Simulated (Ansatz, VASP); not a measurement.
# NaY2B2 in VASP and in Ansatz

```xyz
5
Lattice="-2.4981 2.4981 3.9218 2.4981 -2.4981 3.9218 2.4981 2.4981 -3.9218" Properties=species:S:1:pos:R:3 pbc="T T T"
Na    0.0000    0.0000    0.0000
Y     0.0000    2.4981    1.9609
Y     2.4981    0.0000    1.9609
B     0.0000    0.0000    3.1099
B     0.0000    0.0000    4.7337
```

Alike in both runs: functional PBE; k mesh 6 × 6 × 6; occupations gaussian, width 0.1 eV; no spin polarisation.

Ansatz relaxed the structure, and its values are those at the end. VASP's run is a single point on that final structure, the one shown.

|  | VASP | Ansatz |
| --- | --- | --- |
| version | VASP 6.6.1 | Ansatz 0.2.0 |
| potentials or method | VASP PAW PBE potentials, release 64 (Na_pv, Y_sv, B), cutoff 520 eV | scalar-relativistic, plane waves, PAW |
| valence electrons in the cell | 35 | 37 |

Ansatz gave:

| Item | Value |
| --- | --- |
| gap on the k mesh at the Fermi level (eV) | none |
| pressure (GPa) | 0.1 |
| rms of the force components (eV/Å) | 0.001 |

Q: Estimate VASP's values.

A: gap on the k mesh at the Fermi level (eV): none; pressure (GPa): 0.1; rms of the force components (eV/Å): 0.008.

A gap of «none» marks a metal or a gap that the smearing closes. VASP's potentials hold 35 valence electrons a cell and Ansatz's 37, so a difference there can come from the potentials and not from the codes.
